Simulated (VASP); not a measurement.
# BaO (Fm-3m) in VASP: notebook, part 2 of 2

VASP 6.6.1. Earlier steps stand in the parts before.

## Step 5: Single point, LDA

Input file INCAR:

```
ALGO = Normal
EDIFF = 1E-6
ENCUT = 600
GGA = CA
GGA_COMPAT = False
ISIF = 2
ISMEAR = 0
LASPH = True
LCHARG = False
LREAL = False
LWAVE = False
NBANDS = 15
NELM = 120
PREC = Accurate
SIGMA = 0.01
```

Input file KPOINTS:

```
k-points
0
Gamma
  6 6 6
```

Input file POSCAR:

```
BaO
1.0
    0.0000000000      2.7718674917      2.7718674917
    2.7718674917      0.0000000000      2.7718674917
    2.7718674917      2.7718674917      0.0000000000
Ba O
1 1
Direct
    0.0000000000      0.0000000000      0.0000000000
    0.5000000000      0.5000000000      0.5000000000
```

Potentials or basis: VASP PAW LDA potentials, release 64 (Ba_sv, O).

Run with:

```
$ cat potpaw_LDA.64/Ba_sv/POTCAR potpaw_LDA.64/O/POTCAR > POTCAR
$ mpirun -np 1 vasp_std > vasp.out
```

OUTCAR:

```text
EDIFF = 1E-6
   ENCUT = 600
   GGA = CA
   ISIF = 2
   ISMEAR = 0
   LASPH = True
   LREAL = False
   NELM = 120
   PREC = Accurate

 ion  position               nearest neighbor table
   1  0.000  0.000  0.000-   2 2.77   2 2.77   2 2.77   2 2.77   2 2.77   2 2.77
   2  0.500  0.500  0.500-   1 2.77   1 2.77   1 2.77   1 2.77   1 2.77   1 2.77

  LATTYP: Found a face centered cubic cell.
 ALAT       =     5.5437349834

  Lattice vectors:

 A1 = (   0.0000000000,   2.7718674917,   2.7718674917)
 A2 = (   2.7718674917,   0.0000000000,   2.7718674917)
 A3 = (   2.7718674917,   2.7718674917,   0.0000000000)

Analysis of symmetry for initial positions (statically):
=====================================================================
 Subroutine PRICEL returns:
 Original cell was already a primitive cell.

 Routine SETGRP: Setting up the symmetry group for a
 face centered cubic supercell.

 Subroutine GETGRP returns: Found 48 space group operations
 (whereof 48 operations were pure point group operations)
 out of a pool of 48 trial point group operations.

The static configuration has the point symmetry O_h .

Analysis of symmetry for dynamics (positions and initial velocities):
=====================================================================
 Subroutine PRICEL returns:
 Original cell was already a primitive cell.

 Routine SETGRP: Setting up the symmetry group for a
 face centered cubic supercell.

 Subroutine GETGRP returns: Found 48 space group operations
 (whereof 48 operations were pure point group operations)
 out of a pool of 48 trial point group operations.

The dynamic configuration has the point symmetry O_h .

 Subroutine INISYM returns: Found 48 space group operations
 (whereof 48 operations are pure point group operations),
 and found     1 'primitive' translations

----------------------------------------------------------------------------------------

                                     Primitive cell

[... 110 lines left out ...]
   LEPSILON=     F    determine dielectric tensor
   LRPA    =     F    only Hartree local field effects (RPA)
 non-spin polarized calculation
 Gauss-broadening in eV      SIGMA  =   0.01
  energy-cutoff  :      600.00
  volume of cell :       42.59
 maximum number of plane-waves:      1435
   NGX = 15   NGY = 15   NGZ = 15

 number of electron      16.0000000 magnetization

 Free energy of the ion-electron system (eV)
  ---------------------------------------------------
  ext. energy  EPLUGINS =         0.00000000
  ---------------------------------------------------
  free energy    TOTEN  =       -13.10050150 eV

  energy without entropy =      -13.10050150  energy(sigma->0) =      -13.10050150

 E-fermi :   1.6033     XC(G=0): -10.0579

 val. band max:        1.5131291925   @ k =   0.5000   0.5000   0.0000
 cond. band min:       3.3482079763   @ k =   0.5000   0.5000   0.0000
 fundamental gap:      1.8350787837
 Fermi energy:         1.6032987989

 k-point     1 :       0.0000    0.0000    0.0000
  band No.  band energies     occupation
      1     -24.2310      2.00000
      2     -13.1704      2.00000
      3      -8.7491      2.00000
      4      -8.7491      2.00000
      5      -8.7491      2.00000
      6       1.1578      2.00000
      7       1.1578      2.00000
      8       1.1578      2.00000
      9       4.8307      0.00000
     10       6.1196      0.00000
     11       6.1196      0.00000
     12       6.1196      0.00000
     13       8.4275      0.00000
     14       8.4275      0.00000
[... 257 lines left out ...]
      2     -13.5092      2.00000
      3     -10.0698      2.00000
      4      -9.6081      2.00000
      5      -8.9445      2.00000
      6       0.4307      2.00000
      7       1.2653      2.00000
      8       1.3919      2.00000
      9       4.6621      0.00000
     10       7.5972      0.00000
     11       8.1560      0.00000
     12      11.0348      0.00000
     13      11.3284      0.00000
     14      13.3591      0.00000
     15      13.7065      0.00000

------------------------ aborting loop because EDIFF is reached ----------------------------------------

  FORCE on cell =-STRESS in cart. coord.  units (eV):
  Direction    XX          YY          ZZ          XY          YZ          ZX
  --------------------------------------------------------------------------------------
  -------------------------------------------------------------------------------------
  Total       -0.7398297     -0.7398297     -0.7398297      0.0000000     -0.0000000     -0.0000000
  in kB      -27.8288318    -27.8288318    -27.8288318      0.0000000     -0.0000000     -0.0000000
  external PRESSURE =     -27.8288318 kB  Pullay stress =       0.0000000 kB

 VOLUME and BASIS-vectors are now :
 -----------------------------------------------------------------------------
  energy-cutoff  :      600.00
  volume of cell :       42.59
      direct lattice vectors                 reciprocal lattice vectors
     0.000000000  2.771867492  2.771867492    -0.180383803  0.180383803  0.180383803
     2.771867492  0.000000000  2.771867492     0.180383803 -0.180383803  0.180383803
     2.771867492  2.771867492  0.000000000     0.180383803  0.180383803 -0.180383803

 POSITION                                       TOTAL-FORCE (eV/Angst)
 -----------------------------------------------------------------------------------
      0.00000      0.00000      0.00000         0.000000      0.000000      0.000000
      2.77187      2.77187      2.77187        -0.000000     -0.000000     -0.000000
 -----------------------------------------------------------------------------------
    total drift:                                0.000000     -0.000000      0.000000

  FREE ENERGIE OF THE ION-ELECTRON SYSTEM (eV)
  ---------------------------------------------------
  free  energy   TOTEN  =       -13.1005015037 eV

  energy  without entropy=      -13.1005015037  energy(sigma->0) =      -13.10050150
```

It took 7.6 s on 1 thread of AMD EPYC 9R45 (Zen 5), shared host; peak memory 0.13 GiB.

Results:

```
Free energy            : -13.1005 eV
Pressure               : -2.8 GPa
Band gap on the k mesh : 1.84 eV, direct
```

Caveat: spin-orbit coupling is left out, which moves the levels of the heavy elements.

## Step 6: Summary

```csv
level,potentials or basis,k mesh,smearing,gap on the mesh (eV),pressure (GPa)
PBE,"VASP PAW PBE potentials, release 64 (Ba_sv, O)",2 × 2 × 2,gaussian 0.01 eV,1.84,2.8
PBE,"VASP PAW PBE potentials, release 64 (Ba_sv, O)",5 × 5 × 5,gaussian 0.01 eV,2.25,2.8
PBE,"VASP PAW PBE potentials, release 64 (Ba_sv, O)",6 × 6 × 6,gaussian 0.5 eV,1.98,2.8
LDA,"VASP PAW LDA potentials, release 64 (Ba_sv, O)",6 × 6 × 6,gaussian 0.01 eV,1.84,-2.8
```

Alike in all rows: task single point; no spin polarisation; cell as given; cutoff (eV) 600.

Caveats: some runs use coarse meshes; spin-orbit coupling is left out, which moves the levels of the heavy elements.

Total energies depend on the potentials used, so only differences within one code and one set of settings carry meaning.
